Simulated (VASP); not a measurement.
# Ti (Fm-3m) in VASP: a series of runs

The runs below take Ti through single point, with PBE, PBEsol.

All numbers are computed with VASP 6.6.1; they aren't measurements. Logs are shortened: lines on timing, memory, paths and dates and some standing lists are left out, and cuts for length are marked.

### 1 The cell of the first run

The structure is cubic, space group Fm-3m (No. 225). Conventional cell: a = 4.028 Å, b = 4.028 Å, c = 4.028 Å, α = 90.00°, β = 90.00°, γ = 90.00°. Ti (site symmetry m-3m) has 12 Ti at 2.85 Å within 3.8 Å.

This isn't the form of Ti at room conditions, which is hcp.

### 2 Single point, PBE

The input, INCAR:

```
SYSTEM = Ti
PREC     = Accurate       ! precision mode
ENCUT    = 500            ! plane-wave cutoff, eV
EDIFF    = 1E-6           ! SCF threshold, eV
ISMEAR   = 0              ! smearing method
SIGMA    = 0.1            ! smearing width, eV
LREAL    = .FALSE.        ! projectors in reciprocal space
LASPH    = .TRUE.         ! aspherical terms in the spheres
NELM     = 120            ! most SCF steps
ALGO     = Normal         ! electronic algorithm
ISIF     = 2              ! what is computed and relaxed
LWAVE    = .FALSE.        ! write WAVECAR
LCHARG   = .TRUE.         ! write CHGCAR
GGA      = PE             ! functional
LELF     = .TRUE.         ! ELF
LVHAR    = .TRUE.       
NBANDS   = 12             ! bands
GGA_COMPAT= .FALSE.
```

The input, KPOINTS:

```
regular mesh
0
G
  18 18 18
  0 0 0
```

The input, POSCAR:

```
Ti
1.0
    0.0000000000      2.0140462045      2.0140462045
    2.0140462045      0.0000000000      2.0140462045
    2.0140462045      2.0140462045      0.0000000000
Ti
1
Direct
    0.0000000000      0.0000000000      0.0000000000
```

Potentials or basis: VASP PAW PBE potentials, release 64 (Ti_sv).

Run with:

```console
> cat potpaw_PBE.64/Ti_sv/POTCAR > POTCAR
> mpirun -np 1 vasp_std > vasp.out
```

OUTCAR:

```text
SYSTEM = Ti
   PREC = Accurate
   ENCUT = 500
   EDIFF = 1E-6
   ISMEAR = 0
   LREAL = .FALSE.
   LASPH = .TRUE.
   NELM = 120
   ISIF = 2
   GGA = PE

 ion  position               nearest neighbor table
   1  0.000  0.000  0.000-

  LATTYP: Found a face centered cubic cell.
 ALAT       =     4.0280924090

  Lattice vectors:

 A1 = (   0.0000000000,   2.0140462045,   2.0140462045)
 A2 = (   2.0140462045,   0.0000000000,   2.0140462045)
 A3 = (   2.0140462045,   2.0140462045,   0.0000000000)

Analysis of symmetry for initial positions (statically):
=====================================================================
 Subroutine PRICEL returns:
 Original cell was already a primitive cell.

 Routine SETGRP: Setting up the symmetry group for a
 face centered cubic supercell.

 Subroutine GETGRP returns: Found 48 space group operations
 (whereof 48 operations were pure point group operations)
 out of a pool of 48 trial point group operations.

The static configuration has the point symmetry O_h .

Analysis of symmetry for dynamics (positions and initial velocities):
=====================================================================
 Subroutine PRICEL returns:
 Original cell was already a primitive cell.

 Routine SETGRP: Setting up the symmetry group for a
 face centered cubic supercell.

 Subroutine GETGRP returns: Found 48 space group operations
 (whereof 48 operations were pure point group operations)
 out of a pool of 48 trial point group operations.

The dynamic configuration has the point symmetry O_h .

 Subroutine INISYM returns: Found 48 space group operations
 (whereof 48 operations are pure point group operations),
 and found     1 'primitive' translations

----------------------------------------------------------------------------------------

                                     Primitive cell

  volume of cell :      16.3395

  direct lattice vectors                    reciprocal lattice vectors
     0.000000000  2.014046205  2.014046205    -0.248256469  0.248256469  0.248256469
     2.014046205  0.000000000  2.014046205     0.248256469 -0.248256469  0.248256469
     2.014046205  2.014046205  0.000000000     0.248256469  0.248256469 -0.248256469

  length of vectors
     2.848291458  2.848291458  2.848291458     0.429992818  0.429992818  0.429992818

  position of ions in fractional coordinates (direct lattice)
     0.000000000  0.000000000  0.000000000

  ion indices of the primitive-cell ions
   primitive index   ion index
                 1           1

----------------------------------------------------------------------------------------

 KPOINTS: regular mesh

Automatic generation of k-mesh.
 Grid dimensions read from file:
 generate k-points for:   18   18   18

 Generating k-lattice:

  Cartesian coordinates                     Fractional coordinates (reciprocal lattice)
    -0.013792026  0.013792026  0.013792026     0.055555556  0.000000000  0.000000000
     0.013792026 -0.013792026  0.013792026     0.000000000  0.055555556  0.000000000
     0.013792026  0.013792026 -0.013792026     0.000000000  0.000000000  0.055555556

  Length of vectors
     0.023888490  0.023888490  0.023888490

  Shift w.r.t. Gamma in fractional coordinates (k-lattice)
     0.000000000  0.000000000  0.000000000

 Subroutine IBZKPT returns following result:
 ===========================================

 Found    195 irreducible k-points:

 Following reciprocal coordinates:
            Coordinates               Weight
  0.000000  0.000000  0.000000      1.000000
  0.055556  0.000000  0.000000      8.000000
  0.111111  0.000000  0.000000      8.000000
  0.166667  0.000000  0.000000      8.000000
  0.222222  0.000000  0.000000      8.000000
  0.277778  0.000000  0.000000      8.000000
[... 16 lines left out ...]
 -0.277778  0.055556  0.000000     24.000000
 -0.222222  0.055556  0.000000     24.000000
 [... further k-points ...]
   k-points           NKPTS =    195   k-points in BZ     NKDIM =    195   number of bands    NBANDS=     12
   number of dos      NEDOS =    301   number of ions     NIONS =      1
   total plane-waves  NPLWV =  13824
   dimension x,y,z NGX =    24 NGY =   24 NGZ =   24
   dimension x,y,z NGXF=    48 NGYF=   48 NGZF=   48
   ions per type =               1
   NGX,Y,Z   is equivalent  to a cutoff of  14.01, 14.01, 14.01 a.u.
   NGXF,Y,Z  is equivalent  to a cutoff of  28.02, 28.02, 28.02 a.u.
 SYSTEM =  Ti
   PREC   = accura    normal or accurate (medium, high low for compatibility)
   ISTART =      0    job   : 0-new  1-cont  2-samecut
   ICHARG =      2    charge: 1-file 2-atom 10-const
   ISPIN  =      1    spin polarized calculation?
   LNONCOLLINEAR =      F non collinear calculations
   LSORBIT =      F    spin-orbit coupling
   LASPH  =      T    aspherical Exc in radial PAW
   ENCUT  =  500.0 eV  36.75 Ry    6.06 a.u.   5.19  5.19  5.19*2*pi/ulx,y,z
   NELM   =    120;   NELMIN=  2; NELMDL= -5     # of ELM steps
   EDIFF  = 0.1E-05   stopping-criterion for ELM
   LREAL  =      F    real-space projection
   EDIFFG = 0.1E-04   stopping-criterion for IOM
   NSW    =      0    number of steps for IOM
   IBRION =     -1    ionic relax: 0-MD 1-quasi-New 2-CG
   NFREE  =      0    steps in history (QN), initial steepest desc. (CG)
   ISIF   =      2    stress and relaxation
   ISYM   =      2    0-nonsym 1-usesym 2-fastsym
   POTIM  = 0.5000    time-step for ionic-motion
   TEBEG  =    0.0;   TEEND  =   0.0 temperature during run
   PSTRESS=    0.0 pullay stress
   NELECT =      12.0000    total number of electrons
   NUPDOWN=      -1.0000    fix difference up-down
   EMIN   =  10.00;   EMAX   =-10.00  energy-range for DOS
   EFERMI =   0.00;   METHOD = LEGACY
   ISMEAR =     0;   SIGMA  =   0.10  broadening in eV -4-tet -1-fermi 0-gaus
   EFERMI_NEDOS =   21; number of points for ismear=-14 and -15
   IALGO  =     38    algorithm
   IMIX   =      4    mixing-type and parameters
     AMIX     =   0.40;   BMIX     =  1.00
     AMIX_MAG =   1.60;   BMIX_MAG =  1.00
  volume/ion in A,a.u.               =      16.34       110.26
  Fermi-wavevector in a.u.,A,eV,Ry     =   1.477029  2.791181 29.682687  2.181616
  Thomas-Fermi vector in A             =   2.591484
   LORBIT       =      0    0 simple, 1 ext, 2 COOP (PROOUT), +10 PAW based schemes
   GGA     = PE    functional components
   LHFCALC =     F    Hartree Fock is set to
   AEXX    =    0.0000 exact exchange contribution
   IVDW    =     0    specifies the selected vdW correction
   LEPSILON=     F    determine dielectric tensor
   LRPA    =     F    only Hartree local field effects (RPA)
 non-spin polarized calculation
 Gauss-broadening in eV      SIGMA  =   0.10
  energy-cutoff  :      500.00
  volume of cell :       16.34
 maximum number of plane-waves:       432
 NGX is ok and might be reduce to    24
   NGX = 11   NGY = 11   NGZ = 11

 number of electron      12.0000000 magnetization

 Free energy of the ion-electron system (eV)
  ---------------------------------------------------
  ext. energy  EPLUGINS =         0.00000000
  ---------------------------------------------------
  free energy    TOTEN  =        -7.76058783 eV

  energy without entropy =       -7.75229702  energy(sigma->0) =       -7.75644243

 E-fermi :   8.8886     XC(G=0): -11.7887

 val. band max:        8.8879843263   @ k =  -0.3333   0.3333   0.1111
 cond. band min:       8.8909644853   @ k =   0.2778   0.0000   0.0000
 fundamental gap:      0.0029801591
 Fermi energy:         8.8885791032

 k-point     1 :       0.0000    0.0000    0.0000
  band No.  band energies     occupation
      1     -47.7216      2.00000
      2     -23.5035      2.00000
      3     -23.5035      2.00000
      4     -23.5035      2.00000
      5       2.6478      2.00000
      6       9.7981      0.00000
      7       9.7981      0.00000
      8       9.7981      0.00000
      9      11.5707      0.00000
     10      11.5707      0.00000
     11      24.4724      0.00000
     12      29.2512      0.00000

 k-point     2 :       0.0556    0.0000    0.0000
  band No.  band energies     occupation
      1     -47.7169      2.00000
      2     -23.5291      2.00000
      3     -23.5066      2.00000
      4     -23.5066      2.00000
      5       2.7541      2.00000
      6       9.7303      0.00000
      7       9.8376      0.00000
      8       9.8376      0.00000
      9      11.5441      0.00000
     10      11.5441      0.00000
     11      24.5741      0.00000
     12      28.4045      0.00000

 k-point     3 :       0.1111    0.0000    0.0000
  band No.  band energies     occupation
      1     -47.7035      2.00000
      2     -23.6024      2.00000
      3     -23.5157      2.00000
      4     -23.5157      2.00000
      5       3.0649      2.00000
      6       9.5460      0.00000
      7       9.9403      0.00000
      8       9.9403      0.00000
      9      11.4843      0.00000
     10      11.4843      0.00000
     11      24.7854      0.00000
     12      26.8865      0.00000
[... 286 lines left out ...]
 k-point    23 :      -0.2778    0.0556    0.0000
  band No.  band energies     occupation
      1     -47.6187      2.00000
      2     -24.0335      2.00000
      3     -23.5974      2.00000
      4     -23.5621      2.00000
      5       5.1582      2.00000
      6       8.8198      1.66918
      7       9.9329      0.00000
      8      10.0497      0.00000
      9      11.6454      0.00000
     10      12.1799      0.00000
     11      21.2683      0.00000
     12      24.9116      0.00000

 k-point    24 :      -0.2222    0.0556    0.0000
  band No.  band energies     occupation
      1     -47.6454      2.00000
      2     -23.8978      2.00000
      3     -23.5789      2.00000
      4     -23.5438      2.00000
      5       4.4869      2.00000
      6       8.9315      0.54339
      7      10.0461      0.00000
      8      10.1529      0.00000
      9      11.3518      0.00000
     10      11.8774      0.00000
     11      22.7783      0.00000
     12      25.2974      0.00000

 [... further k-points ...]

------------------------ aborting loop because EDIFF is reached ----------------------------------------

  FORCE on cell =-STRESS in cart. coord.  units (eV):
  Direction    XX          YY          ZZ          XY          YZ          ZX
  --------------------------------------------------------------------------------------
  -------------------------------------------------------------------------------------
  Total        0.7095777      0.7095777      0.7095777      0.0000000     -0.0000000      0.0000000
  in kB       69.5780527     69.5780527     69.5780527      0.0000000     -0.0000000      0.0000000
  external PRESSURE =      69.5780527 kB  Pullay stress =       0.0000000 kB

 VOLUME and BASIS-vectors are now :
 -----------------------------------------------------------------------------
  energy-cutoff  :      500.00
  volume of cell :       16.34
      direct lattice vectors                 reciprocal lattice vectors
     0.000000000  2.014046205  2.014046205    -0.248256469  0.248256469  0.248256469
     2.014046205  0.000000000  2.014046205     0.248256469 -0.248256469  0.248256469
     2.014046205  2.014046205  0.000000000     0.248256469  0.248256469 -0.248256469

 POSITION                                       TOTAL-FORCE (eV/Angst)
 -----------------------------------------------------------------------------------
      0.00000      0.00000      0.00000         0.000000      0.000000      0.000000
 -----------------------------------------------------------------------------------
    total drift:                               -0.000000      0.000000     -0.000000

  FREE ENERGIE OF THE ION-ELECTRON SYSTEM (eV)
  ---------------------------------------------------
  free  energy   TOTEN  =        -7.7605878282 eV

  energy  without entropy=       -7.7522970230  energy(sigma->0) =       -7.75644243
```

Run time: 48 s. Hardware: 1 thread of Intel Xeon 8259CL, shared host; peak memory 0.16 GiB.

What came out:

* Free energy: -7.7606 eV
* Pressure: 7.0 GPa
* Band gap on the k mesh: zero (bands 6 and 7 overlap by 1.37 eV)

Caveat: the cell stands under pressure.

[end of part 1 of 2]
